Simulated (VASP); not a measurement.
# AlN (P3m1) in VASP: notebook

The runs below take AlN through single point, relaxation of cell and atoms, with PBE.

Program: VASP 6.6.1. These are calculated values, not measurements. Logs are shortened: lines on timing, memory, paths and dates and some standing lists are left out, and cuts for length are marked.

## 1. The cell of the first run

It takes space group P3m1 (No. 156, trigonal). The conventional cell has a = 3.119 Å, b = 3.119 Å, c = 12.656 Å, α = 90.00°, β = 90.00°, γ = 120.00°. Within 2.5 Å of Al (site symmetry 3m) lie 4 N at 1.91 Å. Al (site symmetry 3m) has 4 N at 1.91 Å within 2.5 Å. Within 2.5 Å of Al (site symmetry 3m) lie 4 N at 1.90 to 1.91 Å. Al (site symmetry 3m) has 4 N at 1.90 Å within 2.5 Å. Al (site symmetry 3m) has 4 N at 1.90 to 1.91 Å within 2.5 Å. Within 2.5 Å of N (site symmetry 3m) lie 4 Al at 1.91 Å. N (site symmetry 3m) has 4 Al at 1.91 Å within 2.5 Å. Within 2.5 Å of N (site symmetry 3m) lie 4 Al at 1.90 Å.

## 2. Single point, PBE

Contents of INCAR:

```
SYSTEM = AlN
PREC = Accurate
ENCUT = 520
EDIFF = 1E-6
ISMEAR = 0
SIGMA = 0.02
LREAL = .False.
LASPH = .True.
NELM = 100
ALGO = Normal
ISIF = 2
LWAVE = .False.
LCHARG = .False.
GGA = PE
NBANDS = 31
```

Contents of KPOINTS:

```
regular mesh
0
Gamma
  9 9 3
  0 0 0
```

Contents of POSCAR:

```
AlN
1.0
    3.1191974395      0.0000000000      0.0000000000
   -1.5595987197      2.7013042220      0.0000000000
    0.0000000000      0.0000000000     12.6557344995
Al N
5 5
Direct
    0.0000000000      0.0000000000     -0.0007299463
    0.3333333333      0.6666666667      0.1999067586
    0.6666666667      0.3333333333      0.4005262555
    0.3333333333      0.6666666667      0.5995152790
    0.6666666667      0.3333333333      0.7985715380
    0.0000000000      0.0000000000      0.1504907236
    0.3333333333      0.6666666667      0.3511118402
    0.6666666667      0.3333333333      0.5508837308
    0.3333333333      0.6666666667      0.7499169196
    0.6666666667      0.3333333333      0.9498069009
```

Potentials or basis: VASP PAW PBE potentials, release 64 (Al, N).

On the command line:

```console
cat potpaw_PBE.64/Al/POTCAR potpaw_PBE.64/N/POTCAR > POTCAR
mpirun -np 1 vasp_std > vasp.out
```

OUTCAR:

```text
SYSTEM = AlN
   PREC = Accurate
   ENCUT = 520
   EDIFF = 1E-6
   ISMEAR = 0
   LREAL = .False.
   LASPH = .True.
   NELM = 100
   ISIF = 2
   GGA = PE

 ion  position               nearest neighbor table
   1  0.000  0.000  0.999-  10 1.91  10 1.91  10 1.91   6 1.91   2 3.11   2 3.11   2 3.11   5 3.11
                             5 3.11   5 3.11
   2  0.333  0.667  0.200-   6 1.91   6 1.91   6 1.91   7 1.91   3 3.11   3 3.11   3 3.11   1 3.11
                             1 3.11   1 3.11
   3  0.667  0.333  0.401-   8 1.90   7 1.91   7 1.91   7 1.91   4 3.10   4 3.10   4 3.10   2 3.11
                             2 3.11   2 3.11
   4  0.333  0.667  0.600-   8 1.90   8 1.90   8 1.90   9 1.90   3 3.10   3 3.10   3 3.10   5 3.10
                             5 3.10   5 3.10
   5  0.667  0.333  0.799-   9 1.90   9 1.90   9 1.90  10 1.91   4 3.10   4 3.10   4 3.10   1 3.11
                             1 3.11   1 3.11
   6  0.000  0.000  0.150-   2 1.91   2 1.91   2 1.91   1 1.91
   7  0.333  0.667  0.351-   3 1.91   3 1.91   3 1.91   2 1.91
   8  0.667  0.333  0.551-   3 1.90   4 1.90   4 1.90   4 1.90
   9  0.333  0.667  0.750-   5 1.90   5 1.90   5 1.90   4 1.90
  10  0.667  0.333  0.950-   1 1.91   1 1.91   1 1.91   5 1.91

  LATTYP: Found a hexagonal cell.
 ALAT       =     3.1191974395
 C/A-ratio  =     4.0573688409

  Lattice vectors:

 A1 = (   3.1191974395,   0.0000000000,   0.0000000000)
 A2 = (  -1.5595987197,   2.7013042220,   0.0000000000)
 A3 = (   0.0000000000,   0.0000000000,  12.6557344995)

Analysis of symmetry for initial positions (statically):
=====================================================================
 Subroutine PRICEL returns:
 Original cell was already a primitive cell.

 Routine SETGRP: Setting up the symmetry group for a
 hexagonal supercell.

 Subroutine GETGRP returns: Found  6 space group operations
 (whereof  6 operations were pure point group operations)
 out of a pool of 24 trial point group operations.

The static configuration has the point symmetry C_3v.

Analysis of symmetry for dynamics (positions and initial velocities):
=====================================================================
 Subroutine PRICEL returns:
 Original cell was already a primitive cell.

 Routine SETGRP: Setting up the symmetry group for a
 hexagonal supercell.

 Subroutine GETGRP returns: Found  6 space group operations
 (whereof  6 operations were pure point group operations)
 out of a pool of 24 trial point group operations.

The dynamic configuration has the point symmetry C_3v.

 Subroutine INISYM returns: Found  6 space group operations
 (whereof  6 operations are pure point group operations),
 and found     1 'primitive' translations

----------------------------------------------------------------------------------------

                                     Primitive cell

  volume of cell :     106.6360

  direct lattice vectors                    reciprocal lattice vectors
     3.119197440  0.000000000  0.000000000     0.320595288  0.185095776  0.000000000
    -1.559598720  2.701304222  0.000000000     0.000000000  0.370191551  0.000000000
     0.000000000  0.000000000 12.655734499     0.000000000  0.000000000  0.079015564

  length of vectors
     3.119197440  3.119197439 12.655734499     0.370191551  0.370191551  0.079015564

  position of ions in fractional coordinates (direct lattice)
     0.000000000  0.000000000  0.999270054
     0.333333333  0.666666667  0.199906759
     0.666666667  0.333333333  0.400526255
     0.333333333  0.666666667  0.599515279
     0.666666667  0.333333333  0.798571538
     0.000000000  0.000000000  0.150490724
     0.333333333  0.666666667  0.351111840
     0.666666667  0.333333333  0.550883731
     0.333333333  0.666666667  0.749916920
     0.666666667  0.333333333  0.949806901

  ion indices of the primitive-cell ions
   primitive index   ion index
                 1           1
                 2           2
                 3           3
                 4           4
                 5           5
                 6           6
                 7           7
                 8           8
                 9           9
                10          10

----------------------------------------------------------------------------------------

 KPOINTS: regular mesh

Automatic generation of k-mesh.
 Grid dimensions read from file:
 generate k-points for:    9    9    3

 Generating k-lattice:

  Cartesian coordinates                     Fractional coordinates (reciprocal lattice)
     0.035621699  0.020566197  0.000000000     0.111111111  0.000000000  0.000000000
     0.000000000  0.041132395  0.000000000     0.000000000  0.111111111  0.000000000
     0.000000000  0.000000000  0.026338521     0.000000000  0.000000000  0.333333333

  Length of vectors
     0.041132395  0.041132395  0.026338521

  Shift w.r.t. Gamma in fractional coordinates (k-lattice)
     0.000000000  0.000000000  0.000000000

 Subroutine IBZKPT returns following result:
 ===========================================

 Found     31 irreducible k-points:

 Following reciprocal coordinates:
            Coordinates               Weight
  0.000000  0.000000  0.000000      1.000000
  0.111111  0.000000  0.000000      6.000000
  0.222222  0.000000  0.000000      6.000000
  0.333333  0.000000  0.000000      6.000000
  0.444444  0.000000  0.000000      6.000000
  0.111111  0.111111  0.000000      6.000000
[... 16 lines left out ...]
  0.222222  0.111111  0.333333     12.000000
 -0.111111  0.333333  0.333333     12.000000
 [... further k-points ...]
   k-points           NKPTS =     31   k-points in BZ     NKDIM =     31   number of bands    NBANDS=     31
   number of dos      NEDOS =    301   number of ions     NIONS =     10
   total plane-waves  NPLWV =  55296
   dimension x,y,z NGX =    24 NGY =   24 NGZ =   96
   dimension x,y,z NGXF=    48 NGYF=   48 NGZF=  192
   ions per type =               5   5
   NGX,Y,Z   is equivalent  to a cutoff of  12.79, 12.79, 12.61 a.u.
   NGXF,Y,Z  is equivalent  to a cutoff of  25.58, 25.58, 25.22 a.u.
 SYSTEM =  AlN
   PREC   = accura    normal or accurate (medium, high low for compatibility)
   ISTART =      0    job   : 0-new  1-cont  2-samecut
   ICHARG =      2    charge: 1-file 2-atom 10-const
   ISPIN  =      1    spin polarized calculation?
   LNONCOLLINEAR =      F non collinear calculations
   LSORBIT =      F    spin-orbit coupling
   LASPH  =      T    aspherical Exc in radial PAW
   ENCUT  =  520.0 eV  38.22 Ry    6.18 a.u.   5.80  5.80 23.53*2*pi/ulx,y,z
   NELM   =    100;   NELMIN=  2; NELMDL= -5     # of ELM steps
   EDIFF  = 0.1E-05   stopping-criterion for ELM
   LREAL  =      F    real-space projection
   EDIFFG = 0.1E-04   stopping-criterion for IOM
   NSW    =      0    number of steps for IOM
   IBRION =     -1    ionic relax: 0-MD 1-quasi-New 2-CG
   NFREE  =      0    steps in history (QN), initial steepest desc. (CG)
   ISIF   =      2    stress and relaxation
   ISYM   =      2    0-nonsym 1-usesym 2-fastsym
   POTIM  = 0.5000    time-step for ionic-motion
   TEBEG  =    0.0;   TEEND  =   0.0 temperature during run
   PSTRESS=    0.0 pullay stress
   NELECT =      40.0000    total number of electrons
   NUPDOWN=      -1.0000    fix difference up-down
   EMIN   =  10.00;   EMAX   =-10.00  energy-range for DOS
   EFERMI =   0.00;   METHOD = LEGACY
   ISMEAR =     0;   SIGMA  =   0.02  broadening in eV -4-tet -1-fermi 0-gaus
   EFERMI_NEDOS =   21; number of points for ismear=-14 and -15
   IALGO  =     38    algorithm
   IMIX   =      4    mixing-type and parameters
     AMIX     =   0.40;   BMIX     =  1.00
     AMIX_MAG =   1.60;   BMIX_MAG =  1.00
  volume/ion in A,a.u.               =      10.66        71.96
  Fermi-wavevector in a.u.,A,eV,Ry     =   1.180666  2.231135 18.966131  1.393971
  Thomas-Fermi vector in A             =   2.316954
   LORBIT       =      0    0 simple, 1 ext, 2 COOP (PROOUT), +10 PAW based schemes
   GGA     = PE    functional components
   LHFCALC =     F    Hartree Fock is set to
   AEXX    =    0.0000 exact exchange contribution
   IVDW    =     0    specifies the selected vdW correction
   LEPSILON=     F    determine dielectric tensor
   LRPA    =     F    only Hartree local field effects (RPA)
 non-spin polarized calculation
 Gauss-broadening in eV      SIGMA  =   0.02
  energy-cutoff  :      520.00
  volume of cell :      106.64
 maximum number of plane-waves:      2886
 NGX is ok and might be reduce to    24
   NGX = 11   NGY = 11   NGZ = 47

 number of electron      39.9999994 magnetization

 Free energy of the ion-electron system (eV)
  ---------------------------------------------------
  ext. energy  EPLUGINS =         0.00000000
  ---------------------------------------------------
  free energy    TOTEN  =       -74.31629360 eV

  energy without entropy =      -74.31629360  energy(sigma->0) =      -74.31629360

 E-fermi :   5.9281     XC(G=0): -10.8279

 val. band max:        5.8233263672   @ k =   0.0000   0.0000   0.0000
 cond. band min:       9.6245880250   @ k =   0.4444   0.0000   0.3333
 fundamental gap:      3.8012616578
 Fermi energy:         5.9281117894

 k-point     1 :       0.0000    0.0000    0.0000
  band No.  band energies     occupation
      1      -9.1133      2.00000
      2      -8.5512      2.00000
      3      -8.5315      2.00000
      4      -7.4027      2.00000
      5      -7.3041      2.00000
      6       0.4491      2.00000
[... 23 lines left out ...]
     30      16.8338      0.00000
     31      16.8655      0.00000

 k-point     2 :       0.1111    0.0000    0.0000
  band No.  band energies     occupation
      1      -8.9587      2.00000
      2      -8.4091      2.00000
      3      -8.3892      2.00000
      4      -7.3009      2.00000
      5      -7.2017      2.00000
      6       0.5992      2.00000
[... 740 lines left out ...]
 k-point    24 :      -0.1111    0.3333    0.3333
  band No.  band energies     occupation
      1      -8.0838      2.00000
      2      -7.8771      2.00000
      3      -7.3726      2.00000
      4      -7.0419      2.00000
      5      -6.6235      2.00000
      6       1.2359      2.00000
[... 23 lines left out ...]
     30      16.2989      0.00000
     31      16.5733      0.00000

 [... further k-points ...]
[... 5 lines left out ...]
  --------------------------------------------------------------------------------------
  -------------------------------------------------------------------------------------
  Total       -0.2168048     -0.2168048     -0.1995153     -0.0000000      0.0000000      0.0000000
  in kB       -3.2574343     -3.2574343     -2.9976653     -0.0000000      0.0000000      0.0000000
  external PRESSURE =      -3.1708446 kB  Pullay stress =       0.0000000 kB

 VOLUME and BASIS-vectors are now :
 -----------------------------------------------------------------------------
  energy-cutoff  :      520.00
  volume of cell :      106.64
      direct lattice vectors                 reciprocal lattice vectors
     3.119197440  0.000000000  0.000000000     0.320595288  0.185095776  0.000000000
    -1.559598720  2.701304222  0.000000000     0.000000000  0.370191551  0.000000000
     0.000000000  0.000000000 12.655734499     0.000000000  0.000000000  0.079015564

 POSITION                                       TOTAL-FORCE (eV/Angst)
 -----------------------------------------------------------------------------------
      0.00000      0.00000     12.64650         0.000000     -0.000000      0.000767
     -0.00000      1.80087      2.52997         0.000000     -0.000000      0.000937
      1.55960      0.90043      5.06895        -0.000000      0.000000     -0.001190
     -0.00000      1.80087      7.58731         0.000000      0.000000     -0.000669
      1.55960      0.90043     10.10651        -0.000000      0.000000      0.001148
      0.00000      0.00000      1.90457        -0.000000      0.000000     -0.000893
     -0.00000      1.80087      4.44358        -0.000000      0.000000     -0.000956
      1.55960      0.90043      6.97184        -0.000000      0.000000     -0.000157
     -0.00000      1.80087      9.49075         0.000000      0.000000      0.001041
      1.55960      0.90043     12.02050         0.000000     -0.000000     -0.000028
 -----------------------------------------------------------------------------------
    total drift:                                0.000000     -0.000000      0.000886

  FREE ENERGIE OF THE ION-ELECTRON SYSTEM (eV)
  ---------------------------------------------------
  free  energy   TOTEN  =       -74.3162936029 eV

  energy  without entropy=      -74.3162936029  energy(sigma->0) =      -74.31629360
```

Run time: 39 s. Hardware: 1 thread of Intel Xeon Platinum 8559C (Emerald Rapids), shared host; peak memory 0.25 GiB.

What came out:

| Quantity | Value |
| --- | --- |
| Free energy | -74.3163 eV |
| Pressure | -0.3 GPa |
| Band gap on the k mesh | 3.80 eV, indirect (least direct gap 4.00 eV) |

(Continued in part 2 of 2.)
